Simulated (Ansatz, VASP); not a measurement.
## Two plane-wave programs on O

```
O
1.0
     6.96857    0.00000    0.00000
     0.00000    6.96857    0.00000
     0.00000    0.00000    6.96857
O
16
Direct
  0.84785 0.39750 0.87070
  0.70422 0.44198 0.96007
  0.23236 0.38429 0.14035
  0.26710 0.25622 0.02587
  0.82007 0.13396 0.47900
  0.79228 0.16125 0.30866
  0.37432 0.40191 0.57745
  0.27524 0.51924 0.66136
  0.37739 0.85799 0.38555
  0.26897 0.99168 0.41794
  0.57167 0.98313 0.83080
  0.58164 0.88110 0.97275
  0.09808 0.81875 0.98857
  0.03506 0.87019 0.83357
  0.75802 0.62008 0.45345
  0.91053 0.67068 0.38422
```

Alike in both runs: functional PBE; dispersion D3(BJ); k mesh 1 × 1 × 1; occupations fermi-dirac, width 0.05 eV; collinear spin.

Ansatz relaxed the structure, and its values are those at the end. VASP's run is a single point on that final structure, the one shown.

|  | VASP | Ansatz |
| --- | --- | --- |
| version | VASP 6.6.1 | Ansatz 0.2.0 |
| potentials or method | VASP PAW PBE potentials, release 64 (O), cutoff 520 eV | scalar-relativistic, plane waves, PAW |
| valence electrons in the cell | 96 | 96 |

Ansatz gave:

| Quantity | Value |
| --- | --- |
| rms of the force components (eV/Å) | 0.089 |
| net moment per atom (μB) | 1.00 |
| size of the moment on the site where the two differ most (μB) | 0.56 |

Problem. Estimate VASP's values.

Solution. rms of the force components (eV/Å): 0.574; net moment per atom (μB): 1.00; size of the moment on the site where the two differ most (μB): 0.81.

Site moments also hang on the region over which each program counts them. One of these differences is far larger than is usual between the two programs; its cause wasn't traced.

Noted on VASP's run: the standard files for N, O and F lose accuracy on very short bonds.
